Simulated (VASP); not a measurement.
TiAl:

```xyz
2
Lattice="2.9050 0.0000 0.0000 -1.4525 2.5158 0.0000 0.0000 0.0000 4.7396" Properties=species:S:1:pos:R:3 pbc="T T T"
Ti    0.0000    0.0000    0.0000
Al    0.0000    1.6772    2.3698
```

This cell differs from its parent crystal: volume scaled by 1.04.

Base run:

- Program: VASP 6.6.1
- Functional: PBE
- Potentials or basis: VASP PAW PBE potentials, release 64 (Ti_sv, Al)
- Cutoff: 520 eV
- k mesh: 11 × 11 × 6
- Occupations: fermi-dirac, width 0.05 eV
- Spin: no spin polarisation

Its results: pressure -3.7 GPa.

The run is repeated on the same cell with these changes: functional from PBE to r2SCAN. What comes out?

Pressure -5.0 GPa.

Caveats: the PAW data sets were made with another functional, which shifts forces and pressure a little (some runs).
